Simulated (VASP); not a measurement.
# Hf (Fm-3m) in VASP: notebook, part 2 of 2

VASP 6.6.1.

## 3. Single point, LDA

This run uses another cell than the first one, of 20.41 Å³/atom, 0.990 times its volume.

Input file INCAR:

```
  PREC = Accurate
  ENCUT = 520
  EDIFF = 1E-6
  ISMEAR = -1
  SIGMA = 0.05
  LREAL = False
  LASPH = True
  NELM = 60
  ALGO = Normal
  ISIF = 2
  LWAVE = False
  LCHARG = True
  LELF = True
  LVHAR = True
  NBANDS = 11
```

Input file KPOINTS:

```
Automatic mesh
0
Gamma
  8 8 8
```

Input file POSCAR:

```
Hf
1.0
    0.0000000000      2.1690872652      2.1690872652
    2.1690872652      0.0000000000      2.1690872652
    2.1690872652      2.1690872652      0.0000000000
Hf
1
Direct
    0.0000000000      0.0000000000      0.0000000000
```

Potentials or basis: VASP PAW LDA potentials, release 64 (Hf_pv).

Run with:

```
$ cat potpaw_LDA.64/Hf_pv/POTCAR > POTCAR
$ mpirun -np 1 vasp_std > vasp.out
```

OUTCAR:

```text
PREC = Accurate
   ENCUT = 520
   EDIFF = 1E-6
   ISMEAR = -1
   LREAL = False
   LASPH = True
   NELM = 60
   ISIF = 2

 ion  position               nearest neighbor table
   1  0.000  0.000  0.000-

  LATTYP: Found a face centered cubic cell.
 ALAT       =     4.3381745304

  Lattice vectors:

 A1 = (   0.0000000000,   2.1690872652,   2.1690872652)
 A2 = (   2.1690872652,   0.0000000000,   2.1690872652)
 A3 = (   2.1690872652,   2.1690872652,   0.0000000000)

Analysis of symmetry for initial positions (statically):
=====================================================================
 Subroutine PRICEL returns:
 Original cell was already a primitive cell.

 Routine SETGRP: Setting up the symmetry group for a
 face centered cubic supercell.

 Subroutine GETGRP returns: Found 48 space group operations
 (whereof 48 operations were pure point group operations)
 out of a pool of 48 trial point group operations.

The static configuration has the point symmetry O_h .

Analysis of symmetry for dynamics (positions and initial velocities):
=====================================================================
 Subroutine PRICEL returns:
 Original cell was already a primitive cell.

 Routine SETGRP: Setting up the symmetry group for a
 face centered cubic supercell.

 Subroutine GETGRP returns: Found 48 space group operations
 (whereof 48 operations were pure point group operations)
 out of a pool of 48 trial point group operations.

The dynamic configuration has the point symmetry O_h .

 Subroutine INISYM returns: Found 48 space group operations
 (whereof 48 operations are pure point group operations),
 and found     1 'primitive' translations

----------------------------------------------------------------------------------------

                                     Primitive cell

  volume of cell :      20.4108

  direct lattice vectors                    reciprocal lattice vectors
[... 105 lines left out ...]
     AMIX_MAG =   1.60;   BMIX_MAG =  1.00
  volume/ion in A,a.u.               =      20.41       137.74
  Fermi-wavevector in a.u.,A,eV,Ry     =   1.290589  2.438859 22.662120  1.665619
  Thomas-Fermi vector in A             =   2.422411
   LORBIT       =      0    0 simple, 1 ext, 2 COOP (PROOUT), +10 PAW based schemes
   GGA     = CA    functional components
   LHFCALC =     F    Hartree Fock is set to
   AEXX    =    0.0000 exact exchange contribution
   IVDW    =     0    specifies the selected vdW correction
   LEPSILON=     F    determine dielectric tensor
   LRPA    =     F    only Hartree local field effects (RPA)
 non-spin polarized calculation
  energy-cutoff  :      520.00
  volume of cell :       20.41
 maximum number of plane-waves:       568
   NGX = 11   NGY = 11   NGZ = 11

 number of electron      10.0000000 magnetization

 Free energy of the ion-electron system (eV)
  ---------------------------------------------------
  ext. energy  EPLUGINS =         0.00000000
  ---------------------------------------------------
  free energy    TOTEN  =       -10.62882571 eV

  energy without entropy =      -10.61559057  energy(sigma->0) =      -10.62220814

 E-fermi :   5.2885     XC(G=0): -11.8931

 val. band max:        5.2709804141   @ k =   0.5000   0.2500   0.1250
 cond. band min:       5.3538852380   @ k =  -0.3750   0.1250   0.0000
 fundamental gap:      0.0829048238
 Fermi energy:         5.2885021361

 k-point     1 :       0.0000    0.0000    0.0000
  band No.  band energies     occupation
      1     -24.2327      2.00000
      2     -24.2327      2.00000
      3     -24.2327      2.00000
      4      -2.1638      2.00000
      5       6.6480      0.00000
      6       6.6480      0.00000
      7       6.6480      0.00000
      8       9.7457      0.00000
      9       9.7457      0.00000
     10      17.0083      0.00000
     11      17.7214      0.00000
[... 309 lines left out ...]
 k-point    24 :      -0.3750    0.2500    0.1250
  band No.  band energies     occupation
      1     -25.2047      2.00000
      2     -24.6810      2.00000
      3     -24.4749      2.00000
      4       2.8729      2.00000
      5       4.3342      2.00000
      6       5.7785      0.00011
      7       7.7162      0.00000
      8      11.4798      0.00000
      9      13.8865      0.00000
     10      14.6775      0.00000
     11      17.7305      0.00000

 [... further k-points ...]
[... 5 lines left out ...]
  --------------------------------------------------------------------------------------
  -------------------------------------------------------------------------------------
  Total        0.1449301      0.1449301      0.1449301     -0.0000000      0.0000000      0.0000000
  in kB       11.3764819     11.3764819     11.3764819     -0.0000000      0.0000000      0.0000000
  external PRESSURE =      11.3764819 kB  Pullay stress =       0.0000000 kB

 VOLUME and BASIS-vectors are now :
 -----------------------------------------------------------------------------
  energy-cutoff  :      520.00
  volume of cell :       20.41
      direct lattice vectors                 reciprocal lattice vectors
     0.000000000  2.169087265  2.169087265    -0.230511703  0.230511703  0.230511703
     2.169087265  0.000000000  2.169087265     0.230511703 -0.230511703  0.230511703
     2.169087265  2.169087265  0.000000000     0.230511703  0.230511703 -0.230511703

 POSITION                                       TOTAL-FORCE (eV/Angst)
 -----------------------------------------------------------------------------------
      0.00000      0.00000      0.00000        -0.000000      0.000000      0.000000
 -----------------------------------------------------------------------------------
    total drift:                                0.000000      0.000000     -0.000000

  FREE ENERGIE OF THE ION-ELECTRON SYSTEM (eV)
  ---------------------------------------------------
  free  energy   TOTEN  =       -10.6288257134 eV

  energy  without entropy=      -10.6155905693  energy(sigma->0) =      -10.62220814
```

OSZICAR:

```text
N       E                     dE             d eps       ncg     rms          rms(c)
DAV:   1     0.117222927370E+02    0.11722E+02   -0.57907E+03   638   0.855E+02
DAV:   2    -0.105953859487E+02   -0.22318E+02   -0.21534E+02   752   0.151E+02
DAV:   3    -0.109426003652E+02   -0.34721E+00   -0.34580E+00   817   0.139E+01
DAV:   4    -0.109436824355E+02   -0.10821E-02   -0.10820E-02   725   0.930E-01
DAV:   5    -0.109436867707E+02   -0.43352E-05   -0.43348E-05   802   0.533E-02    0.479E+01
DAV:   6    -0.107110232296E+02    0.23266E+00   -0.19118E-01   707   0.310E+00    0.278E+01
DAV:   7    -0.106320420203E+02    0.78981E-01   -0.26623E-01   713   0.353E+00    0.119E+00
DAV:   8    -0.106288059433E+02    0.32361E-02   -0.16289E-02   707   0.905E-01    0.662E-02
DAV:   9    -0.106288259029E+02   -0.19960E-04   -0.20450E-04   743   0.116E-01    0.484E-02
DAV:  10    -0.106288261784E+02   -0.27543E-06   -0.10476E-05   728   0.236E-02    0.446E-02
DAV:  11    -0.106288257134E+02    0.46493E-06   -0.11584E-06   435   0.843E-03
   1 F= -.10628826E+02 E0= -.10622208E+02  d E =-.132351E-01
```

stdout:

```text
POSCAR found type information on POSCAR Hf
 POSCAR found :  1 types and       1 ions
 scaLAPACK will be used
 LDA part: xc-table for (Slater(with rela. corr.)+CA(PZ))
 , standard interpolation
 POSCAR, INCAR and KPOINTS ok, starting setup
 FFT: planning ... GRIDC
 FFT: planning ... GRID_SOFT
 FFT: planning ... GRID
 WAVECAR not read
 entering main loop
```

It used 7.3 s of CPU time on 1 thread of Intel Xeon 8259CL, with other jobs on the host.

Results:

| Property | Result |
| --- | --- |
| Free energy | -10.6288 eV |
| Pressure | 1.1 GPa |
| Band gap on the k mesh | zero (band 5 reaches 6.65 eV, above the bottom of band 6 at 4.89 eV) |

Caveat: spin-orbit coupling is left out, which moves the levels of the heavy elements.

## 4. Single point, LDA

Input file INCAR:

```
ALGO     = Normal         # electronic algorithm
EDIFF    = 1E-6           # SCF threshold, eV
ENCUT    = 520            # plane-wave cutoff, eV
GGA      = CA             # functional
ISIF     = 2              # what is computed and relaxed
ISMEAR   = -1             # smearing method
LASPH    = T              # aspherical terms in the spheres
LCHARG   = F              # write CHGCAR
LREAL    = F              # projectors in reciprocal space
LWAVE    = F              # write WAVECAR
NBANDS   = 11             # bands
NELM     = 100            # most SCF steps
PREC     = Accurate       # precision mode
SIGMA    = 0.05           # smearing width, eV
```

Input file KPOINTS:

```
k-points
0
Gamma
  8 8 8
```

Input file POSCAR:

```
Hf
1.0
    0.0000000000      2.1763661361      2.1763661361
    2.1763661361      0.0000000000      2.1763661361
    2.1763661361      2.1763661361      0.0000000000
Hf
1
Direct
    0.0000000000      0.0000000000      0.0000000000
```

Run with:

```
$ cat potpaw_LDA.64/Hf_pv/POTCAR > POTCAR
$ mpirun -np 1 vasp_std > vasp.out
```

It used 7 s of CPU time on 1 thread of Intel Xeon 8259CL, with other jobs on the host.

It converged, with:

| Item | Value |
| --- | --- |
| Free energy | -10.6296 eV |
| Pressure | 0.0 GPa |
| Band gap on the k mesh | zero (band 5 reaches 6.57 eV, above the bottom of band 6 at 4.82 eV) |

Levels at points of the mesh, in eV from the Fermi level:
```tsv
k point	band 2	band 3	band 4	band 5	band 6	band 7	band 8	band 9
(0.00, 0.00, 0.00)	-29.56	-29.56	-7.42	1.35	1.35	1.35	4.41	4.41
(0.50, 0.00, 0.00)	-29.70	-29.70	-3.88	1.03	1.09	1.09	6.80	6.80
(0.50, 0.50, 0.00)	-29.95	-29.95	-3.62	-2.47	3.13	6.80	7.52	7.52
```

Caveat: spin-orbit coupling is left out, which moves the levels of the heavy elements.

## 5. Single point, LDA

This run uses another cell than the first one, of 20.82 Å³/atom, 1.010 times its volume.

Input file INCAR:

```
PREC     = Accurate       # precision mode
ENCUT    = 520            # plane-wave cutoff, eV
EDIFF    = 1E-7           # SCF threshold, eV
ISMEAR   = -1             # smearing method
SIGMA    = 0.05           # smearing width, eV
LREAL    = False          # projectors in reciprocal space
LASPH    = True           # aspherical terms in the spheres
NELM     = 100            # most SCF steps
ALGO     = Normal         # electronic algorithm
ISIF     = 2              # what is computed and relaxed
LWAVE    = False          # write WAVECAR
LCHARG   = True           # write CHGCAR
LELF     = True           # ELF
LVHAR    = True         
NBANDS   = 11             # bands
```

Input file KPOINTS:

```
regular mesh
0
Gamma
  8 8 8
```

Input file POSCAR:

```
Hf
1.0
    0.0000000000      2.1835966415      2.1835966415
    2.1835966415      0.0000000000      2.1835966415
    2.1835966415      2.1835966415      0.0000000000
Hf
1
Direct
    0.0000000000      0.0000000000      0.0000000000
```

Potentials or basis: VASP PAW LDA potentials, release 64 (Hf_pv).

Run with:

```
$ cat potpaw_LDA.64/Hf_pv/POTCAR > POTCAR
$ mpirun -np 1 vasp_std > vasp.out
```

OUTCAR:

```text
PREC = Accurate
   ENCUT = 520
   EDIFF = 1E-7
   ISMEAR = -1
   LREAL = False
   LASPH = True
   NELM = 100
   ISIF = 2

 ion  position               nearest neighbor table
   1  0.000  0.000  0.000-

  LATTYP: Found a face centered cubic cell.
 ALAT       =     4.3671932830

  Lattice vectors:

 A1 = (   0.0000000000,   2.1835966415,   2.1835966415)
 A2 = (   2.1835966415,   0.0000000000,   2.1835966415)
 A3 = (   2.1835966415,   2.1835966415,   0.0000000000)

Analysis of symmetry for initial positions (statically):
[... 505 lines left out ...]
      5       4.2132      2.00000
      6       5.6033      0.00021
      7       7.5345      0.00000
      8      11.2007      0.00000
      9      13.5472      0.00000
     10      14.2909      0.00000
     11      17.5119      0.00000

 [... further k-points ...]
[... 5 lines left out ...]
  --------------------------------------------------------------------------------------
  -------------------------------------------------------------------------------------
  Total       -0.1474111     -0.1474111     -0.1474111     -0.0000000      0.0000000     -0.0000000
  in kB      -11.3420990    -11.3420990    -11.3420990     -0.0000000      0.0000000     -0.0000000
  external PRESSURE =     -11.3420990 kB  Pullay stress =       0.0000000 kB

 VOLUME and BASIS-vectors are now :
 -----------------------------------------------------------------------------
  energy-cutoff  :      520.00
  volume of cell :       20.82
      direct lattice vectors                 reciprocal lattice vectors
     0.000000000  2.183596641  2.183596641    -0.228980019  0.228980019  0.228980019
     2.183596641  0.000000000  2.183596641     0.228980019 -0.228980019  0.228980019
     2.183596641  2.183596641  0.000000000     0.228980019  0.228980019 -0.228980019

 POSITION                                       TOTAL-FORCE (eV/Angst)
 -----------------------------------------------------------------------------------
      0.00000      0.00000      0.00000         0.000000      0.000000      0.000000
 -----------------------------------------------------------------------------------
    total drift:                               -0.000000      0.000000     -0.000000

  FREE ENERGIE OF THE ION-ELECTRON SYSTEM (eV)
  ---------------------------------------------------
  free  energy   TOTEN  =       -10.6288364377 eV

  energy  without entropy=      -10.6149085399  energy(sigma->0) =      -10.62187249
```

OSZICAR:

```text
N       E                     dE             d eps       ncg     rms          rms(c)
DAV:   1     0.125666408386E+02    0.12567E+02   -0.56470E+03   654   0.848E+02
DAV:   2    -0.105314887663E+02   -0.23098E+02   -0.22214E+02   794   0.158E+02
DAV:   3    -0.109546343383E+02   -0.42315E+00   -0.42181E+00   836   0.151E+01
DAV:   4    -0.109558330017E+02   -0.11987E-02   -0.11986E-02   701   0.941E-01
DAV:   5    -0.109558387703E+02   -0.57686E-05   -0.57686E-05   784   0.591E-02    0.475E+01
DAV:   6    -0.107137443382E+02    0.24209E+00   -0.20039E-01   710   0.317E+00    0.276E+01
DAV:   7    -0.106320451610E+02    0.81699E-01   -0.27338E-01   722   0.358E+00    0.112E+00
DAV:   8    -0.106288172897E+02    0.32279E-02   -0.18228E-02   725   0.930E-01    0.144E-01
DAV:   9    -0.106288367694E+02   -0.19480E-04   -0.22932E-04   737   0.126E-01    0.455E-02
DAV:  10    -0.106288369368E+02   -0.16738E-06   -0.10864E-05   712   0.238E-02    0.338E-02
DAV:  11    -0.106288364346E+02    0.50219E-06   -0.14513E-06   766   0.907E-03    0.349E-03
DAV:  12    -0.106288364377E+02   -0.31438E-08   -0.19341E-08   395   0.133E-03
   1 F= -.10628836E+02 E0= -.10621872E+02  d E =-.139279E-01
```

Wall time 13 s (1 thread of Intel Xeon 8259CL, shared host); peak memory 0.13 GiB.

What came out:

* Free energy: -10.6288 eV
* Pressure: -1.1 GPa
* Band gap on the k mesh: zero (band 5 reaches 6.49 eV, above the bottom of band 6 at 4.74 eV)

Caveat: spin-orbit coupling is left out, which moves the levels of the heavy elements.

## 6. Overview

| cell | gap on the mesh (eV) | pressure (GPa) |
| --- | --- | --- |
| a = 3.078 Å, angles 60.0°, 1 atom | none | 0.0 |
| a = 3.068 Å, angles 60.0°, 1 atom | none | 1.1 |
| a = 3.088 Å, angles 60.0°, 1 atom | none | -1.1 |

Alike in all rows: task single point; level LDA; potentials or basis VASP PAW LDA potentials, release 64 (Hf_pv); no spin polarisation; k mesh 8 × 8 × 8; cutoff (eV) 520; smearing fermi-dirac 0.05 eV.

Caveats: spin-orbit coupling is left out, which moves the levels of the heavy elements.

Absolute energies hang on the potentials; compare differences alone.
